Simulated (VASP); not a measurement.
Here is a VASP 6.6.1 calculation.

POSCAR

```
ZrB2
1.0
    3.1373847768      0.0000000000      0.0000000000
   -1.5686923884      2.7170549182      0.0000000000
    0.0000000000      0.0000000000      3.5109690157
Zr B
1 2
Direct
    0.0000000000      0.0000000000      0.0000000000
    0.3333333333      0.6666666667      0.5000000000
    0.6666666667      0.3333333333      0.5000000000
```

INCAR.step1

```
SYSTEM = ZrB2
PREC = Accurate
ENCUT = 520
ISMEAR = 0
SIGMA = 0.1
LREAL = .FALSE.
LASPH = .TRUE.
NELM = 100
NBANDS = 16
GGA = PE
ALGO = Normal
EDIFF = 1E-4
LWAVE = .TRUE.
LCHARG = .FALSE.
```

Contents of INCAR.step2:

```
SYSTEM = ZrB2
PREC = Accurate
ENCUT = 520
EDIFF = 1E-6
ISMEAR = 0
SIGMA = 0.1
LREAL = .FALSE.
LASPH = .TRUE.
NELM = 100
ALGO = Normal
ISIF = 2
LWAVE = .FALSE.
LCHARG = .FALSE.
METAGGA = R2SCAN
LMIXTAU = .TRUE.
NBANDS = 16
ISTART = 1
```

KPOINTS

```
Automatic mesh
0
G
  18 18 12
  0 0 0
```

Potentials or basis: VASP PAW PBE potentials, release 64 (Zr_sv, B).

The run is started by

```console
$ cat potpaw_PBE.64/Zr_sv/POTCAR potpaw_PBE.64/B/POTCAR > POTCAR
$ cp INCAR.step1 INCAR
$ mpirun -np 1 vasp_std > vasp.out
$ cp INCAR.step2 INCAR
$ mpirun -np 1 vasp_std > vasp.out
```

(1) What does it give for the band gap on the k mesh?

(2) Predict the pressure.

Answers

(1) zero (bands 9 and 10 overlap by 1.47 eV).

(2) 7.9 GPa.

Caveat: the cell stands under pressure; the PAW data sets were made with another functional, which shifts forces and pressure a little.
